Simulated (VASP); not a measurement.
MgRh:

```
Mg Rh
1.0
     3.09920    0.00000    0.00000
     0.00000    3.09920    0.00000
     0.00000    0.00000    3.09920
Mg Rh
1 1
Cartesian
  0.0000 0.0000 0.0000
  1.5496 1.5496 1.5496
```

Base run:

| Quantity | Value |
| --- | --- |
| Program | VASP 6.6.1 |
| Functional | LDA |
| Potentials or basis | VASP PAW LDA potentials, release 64 (Mg, Rh_pv) |
| Cutoff | 520 eV |
| k mesh | 11 × 11 × 11 |
| Occupations | fermi-dirac, width 0.1 eV |
| Spin | collinear spin, ferromagnetic start |
| Starting moments | [0.0, 1.6] μB |
| Fixed moment | 1.6 μB |

Its results: pressure 1.8 GPa; site moments Mg +0.05; Rh +1.22 μB.

Question: The run is repeated on the same cell with these changes: fixed moment from 1.6 μB to 0.4 μB; moments at the start from [0.0, 1.6] to [0.0, 0.4]. What comes out?

Answer: Pressure -6.0 GPa; site moments Mg +0.01; Rh +0.32 μB.

Caveats: the total moment is fixed, so each spin has its own Fermi level.
